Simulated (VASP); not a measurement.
The system is B.

```
CELL_PARAMETERS angstrom
2.47413 0.00000 0.00000
-1.23706 2.14266 0.00000
0.00000 0.00000 9.66516
ATOMIC_POSITIONS crystal
B 0.33333 0.66667 0.78571
B 0.66667 0.33333 0.92857
B 0.33333 0.66667 0.07143
B 0.66667 0.33333 0.21429
B 0.33333 0.66667 0.35714
B 0.00000 0.00000 0.50000
B 0.66667 0.33333 0.64286
```

- Program: VASP 6.6.1
- Task: relaxation of cell and atoms
- Functional: PBE
- Potentials or basis: VASP PAW PBE potentials, release 64 (B)
- Cutoff: 600 eV
- k mesh: 6 × 6 × 2
- Occupations: gaussian, width 0.1 eV
- Spin: no spin polarisation

At the start: pressure -20.3 GPa; volume 7.32 Å³/atom.

Question: Where does the relaxation end?

Answer: Over 10 steps the energy falls by 59.8 meV/atom and the volume is 6.57 Å³/atom (-10.3 %); space group P-3m1 (No. 164, to 0.05 Å).

Step by step:
| step | energy change (eV) | largest force (eV/Å) | pressure (GPa) | volume (Å³) |
| --- | --- | --- | --- | --- |
| 1 | 0.0000 | 0.3294 | -20.28 | 51.24 |
| 2 | -0.3337 | 0.2495 | 8.30 | 44.65 |
| 3 | -0.3907 | 0.2585 | -1.00 | 46.33 |
| 4 | -0.4099 | 0.1585 | 0.13 | 45.91 |
| 5 | -0.4122 | 0.1081 | 0.65 | 45.72 |
| 6 | -0.4158 | 0.0793 | 0.15 | 45.86 |
| 7 | -0.4177 | 0.0608 | -0.53 | 46.04 |
| 8 | -0.4185 | 0.0480 | 0.42 | 45.90 |
| 9 | -0.4185 | 0.0513 | 0.25 | 45.93 |
| 10 | -0.4189 | 0.0162 | 0.08 | 45.96 |

Final structure:
```yaml
crystal:
  lattice:
    - [2.39784, 0.00000, 0.00000]
    - [-1.19892, 2.07659, 0.00000]
    - [0.00000, 0.00000, 9.23072]
  atoms:
    - { symbol: B, position: [0.33333, 0.66667, 0.78065] }
    - { symbol: B, position: [0.66667, 0.33333, 0.92364] }
    - { symbol: B, position: [0.33333, 0.66667, 0.07636] }
    - { symbol: B, position: [0.66667, 0.33333, 0.21935] }
    - { symbol: B, position: [0.33333, 0.66667, 0.35980] }
    - { symbol: B, position: [0.00000, 0.00000, 0.50000] }
    - { symbol: B, position: [0.66667, 0.33333, 0.64020] }
```

Caveat: the k points lie up to 0.50 Å⁻¹ apart in the final cell.
